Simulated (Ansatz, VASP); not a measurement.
**KCl in VASP and in Ansatz**

File INCAR:

```
PREC     = Accurate       # precision mode
ENCUT    = 520            # plane-wave cutoff, eV
EDIFF    = 1E-8           # SCF threshold, eV
ISMEAR   = -1             # smearing method
SIGMA    = 0.03           # smearing width, eV
LREAL    = F              # projectors in reciprocal space
LASPH    = T              # aspherical terms in the spheres
NELM     = 60             # most SCF steps
ALGO     = Normal         # electronic algorithm
ISIF     = 2              # what is computed and relaxed
LWAVE    = F              # write WAVECAR
LCHARG   = F              # write CHGCAR
GGA      = PS             # functional
LEFG     = T            
NBANDS   = 15             # bands
```

KPOINTS

```
Automatic mesh
0
Gamma
  7 7 7
```

File POSCAR:

```
KCl
1.0
   -0.0315610000      3.1403195000      3.1403195000
    3.1403195000     -0.0315610000      3.1403195000
    3.1403195000      3.1403195000     -0.0315610000
K Cl
1 1
Direct
    0.0000000000      0.0000000000      0.0000000000
    0.5000000000      0.5000000000      0.5000000000
```

Input for Ansatz:

```yaml
crystal:
  lattice:
    - [-0.031561, 3.1403195, 3.1403195]
    - [3.1403195, -0.031561, 3.1403195]
    - [3.1403195, 3.1403195, -0.031561]
  atoms:
    - { symbol: K, position: [0.0, 0.0, 0.0] }
    - { symbol: Cl, position: [0.5, 0.5, 0.5] }
kpoints:
  mp_grid: { grid: [7, 7, 7] }
scf:
  occupations: { method: fermi_dirac, width: 0.03 }
hamiltonian:
  xc: pbesol
  pseudopotentials: { kind: all_electron, datasets: crystal }
output:
  forces: true
  stress: true
  eigenvalues: true
  efg: { contact_densities: true }
```

Change from the starting cell: equal xy, yz and zx shear strains of -1 %, crystal datasets.

Alike in both runs: task electric field gradients; functional PBEsol; k mesh 7 × 7 × 7; occupations fermi-dirac, width 0.03 eV; no spin polarisation.

|  | VASP | Ansatz |
| --- | --- | --- |
| version | VASP 6.6.1 | Ansatz 0.2.0 |
| potentials or method | VASP PAW PBE potentials, release 64 (K_sv, Cl), cutoff 520 eV | all-electron PAW with datasets made for the crystal, scalar-relativistic |

Ansatz gave:

* gap on the k mesh at the Fermi level (eV): 4.98
* pressure (GPa): -0.6
* traceless stress, the component that is largest in VASP (GPa): 0.07
* size of Vzz on the site where it differs most (V/Å²): 1.4

**Question.** What did VASP give for the same quantities?

**Answer.** gap on the k mesh at the Fermi level (eV): 4.97; pressure (GPa): -0.5; traceless stress, the component that is largest in VASP (GPa): 0.06; size of Vzz on the site where it differs most (V/Å²): 1.3.

VASP's potentials were made for PBE, not for PBEsol. Ansatz ran all-electron here, and VASP with PAW potentials.
